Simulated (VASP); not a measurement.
Co: single point with PBE

Crystal: Co.

```
Co
1.0
     0.00000    1.77085    1.77085
     1.77085    0.00000    1.77085
     1.77085    1.77085    0.00000
Co
1
Direct
  0.00000 0.00000 0.00000
```

| Item | Value |
| --- | --- |
| Program | VASP 6.6.1 |
| Task | single point |
| Functional | PBE |
| Potentials or basis | VASP PAW PBE potentials, release 64 (Co) |
| Cutoff | 520 eV |
| k mesh | 10 × 10 × 10 |
| Occupations | gaussian, width 0.05 eV |
| Spin | collinear spin, ferromagnetic start |
| Starting moments | [1.5] μB |

| Property | Result |
| --- | --- |
| Pressure | -3.1 GPa |
| Net moment | 1.73 μB per cell |
| Site moments | Co +1.75 μB |
| Valence electrons inside the program's atomic spheres | Co 8.22 |

Levels at points of the mesh, in eV from the Fermi level:
Spin up:
```tsv
k point	band 2	band 3	band 4	band 5	band 6	band 7	band 8	band 9
(0.00, 0.00, 0.00)	-2.72	-2.72	-2.72	-1.74	-1.74	22.84	27.00	27.00
(0.50, 0.00, 0.00)	-2.86	-2.86	-0.87	-0.87	-0.28	5.90	21.41	24.46
(0.50, 0.50, 0.00)	-4.59	-0.99	-0.61	-0.61	2.47	9.31	14.64	14.64
```
Spin down:
| k point | band 2 | band 3 | band 4 | band 5 | band 6 | band 7 |
| --- | --- | --- | --- | --- | --- | --- |
| (0.00, 0.00, 0.00) | -1.07 | -1.07 | -1.07 | 0.35 | 0.35 | 22.53 |
| (0.50, 0.00, 0.00) | -1.07 | -1.07 | -0.30 | 1.13 | 1.13 | 6.95 |
| (0.50, 0.50, 0.00) | -3.26 | 1.20 | 1.29 | 1.29 | 2.50 | 10.27 |

It took 15 s on 1 thread of Intel Xeon 6975P-C, with other jobs on the host, peak memory 0.14 GiB.
